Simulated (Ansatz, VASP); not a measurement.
**Two plane-wave programs on BeCd3S2**

Contents of INCAR:

```
PREC = Accurate
ENCUT = 520
EDIFF = 1E-6
ISMEAR = 0
SIGMA = 0.1
LREAL = F
LASPH = T
NELM = 100
ALGO = Normal
ISIF = 2
LWAVE = F
LCHARG = T
GGA = PE
LELF = T
LVHAR = T
NBANDS = 34
```

The input KPOINTS:

```
regular mesh
0
Gamma
  4 4 4
```

File POSCAR:

```
BeCd3S2
1.0
    2.8098285500     -5.0755582200      0.0000000000
    2.8098285500      5.0755582200      0.0000000000
    0.0000000000      0.0000000000      4.6896739600
Be Cd S
1 3 2
Direct
    0.0000000000      0.0000000000      0.0000000000
    0.5000000000      0.5000000000      0.5000000000
    0.6678789900      0.3321210100      0.0000000000
    0.3321210100      0.6678789900      0.0000000000
    0.5000000000      0.0000000000      0.5000000000
    0.0000000000      0.5000000000      0.5000000000
```

Input for Ansatz:

```yaml
crystal:
  lattice:
    - [2.80982855, -5.07555822, 0.0]
    - [2.80982855, 5.07555822, 0.0]
    - [0.0, 0.0, 4.68967396]
  atoms:
    - { symbol: Be, position: [0.0, 0.0, 0.0] }
    - { symbol: Cd, position: [0.5, 0.5, 0.5] }
    - { symbol: Cd, position: [0.66787899, 0.33212101, 0.0] }
    - { symbol: Cd, position: [0.33212101, 0.66787899, 0.0] }
    - { symbol: S, position: [0.5, 0.0, 0.5] }
    - { symbol: S, position: [0.0, 0.5, 0.5] }
basis:
  ecutwfc: 420
kpoints:
  mp_grid: { grid: [4, 4, 4] }
hamiltonian:
  xc: pbe
scf:
  occupations: { method: gaussian, width: 0.1 }
  lower_state_search: "off"
output:
  forces: true
  stress: true
  eigenvalues: true
```

Change from the starting cell: species swapped into the TbCo2Ni3 type (Cmmm, No. 65).

Alike in both runs: task single point; functional PBE; k mesh 4 × 4 × 4; occupations gaussian, width 0.1 eV; no spin polarisation.

|  | VASP | Ansatz |
| --- | --- | --- |
| version | VASP 6.6.1 | Ansatz 0.2.0 |
| potentials or method | VASP PAW PBE potentials, release 64 (Be, Cd, S), cutoff 520 eV | scalar-relativistic, plane waves, PAW |
| valence electrons in the cell | 50 | 74 |

VASP gave:

* gap on the k mesh at the Fermi level (eV): none
* pressure (GPa): 1.1
* traceless stress, the component that is largest in VASP (GPa): 2.40
* rms of the force components (eV/Å): 0.040

Task: Estimate Ansatz's values.

Result: gap on the k mesh at the Fermi level (eV): none; pressure (GPa): 0.9; traceless stress, the component that is largest in VASP (GPa): 2.28; rms of the force components (eV/Å): 0.040.

Atom by atom the forces differ by 0.001 eV/Å (rms over components). A gap of «none» marks a metal or a gap that the smearing closes. VASP's potentials hold 50 valence electrons a cell and Ansatz's 74, so a difference there can come from the potentials and not from the codes.
